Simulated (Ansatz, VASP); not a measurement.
**Two plane-wave programs on BP**

```xyz
2
Lattice="0.0000 2.2741 2.2741 2.2741 0.0000 2.2741 2.2741 2.2741 0.0000" Properties=species:S:1:pos:R:3 pbc="T T T"
B     0.0000    0.0000    0.0000
P     1.1370    1.1370    1.1370
```

Alike in both runs: functional PBE; k mesh 10 × 10 × 10; occupations gaussian, width 0.02 eV; no spin polarisation.

Ansatz relaxed the structure, and its values are those at the end. VASP's run is a single point on that final structure, the one shown.

|  | VASP | Ansatz |
| --- | --- | --- |
| version | VASP 6.6.1 | Ansatz 0.2.0 |
| potentials or method | VASP PAW PBE potentials, release 64 (B, P), cutoff 500 eV | scalar-relativistic, plane waves, PAW |
| valence electrons in the cell | 8 | 8 |

|  | VASP | Ansatz | Ansatz less VASP |
| --- | --- | --- | --- |
| gap on the k mesh at the Fermi level (eV) | 1.25 | 1.25 | +0.004 |
| least direct gap on the mesh (eV) | 3.39 | 3.39 | +0.003 |
| pressure (GPa) | -0.2 | 0.0 | +0.21 |

The functional is the same, so the differences come from potentials, cutoffs and numerics.
